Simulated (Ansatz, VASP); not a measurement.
# Al2O3 in VASP and in Ansatz

```
Al O
1.0
     1.32408   -4.42406    0.00000
     1.32408    4.42406    0.00000
     0.00000    0.00000    6.97695
Al O
4 6
Direct
  0.00000 0.00000 0.50000
  0.24557 0.75443 0.75000
  0.75443 0.24557 0.25000
  0.00000 0.00000 0.00000
  0.63435 0.36565 0.92184
  0.89303 0.10697 0.75000
  0.36565 0.63435 0.07816
  0.36565 0.63435 0.42184
  0.10697 0.89303 0.25000
  0.63435 0.36565 0.57816
```

Alike in both runs: functional r2SCAN; k mesh 10 × 10 × 4; occupations gaussian, width 0.02 eV; no spin polarisation.

Ansatz relaxed the structure, and its values are those at the end. VASP's run is a single point on that final structure, the one shown.

|  | VASP | Ansatz |
| --- | --- | --- |
| version | VASP 6.6.1 | Ansatz 0.2.0 |
| potentials or method | VASP PAW PBE potentials, release 64 (Al, O), cutoff 520 eV | scalar-relativistic, plane waves, PAW |
| valence electrons in the cell | 48 | 48 |

|  | VASP | Ansatz | Ansatz less VASP |
| --- | --- | --- | --- |
| gap on the k mesh at the Fermi level (eV) | 5.59 | 5.58 | -0.005 |
| least direct gap on the mesh (eV) | 5.59 | 5.58 | -0.005 |
| pressure (GPa) | -0.6 | 0.0 | +0.55 |
| rms of the force components (eV/Å) | 0.017 | 0.000 | -0.0163 |

VASP's potentials were made for PBE, not for r2SCAN. The functional is the same, so the differences come from potentials, cutoffs and numerics.
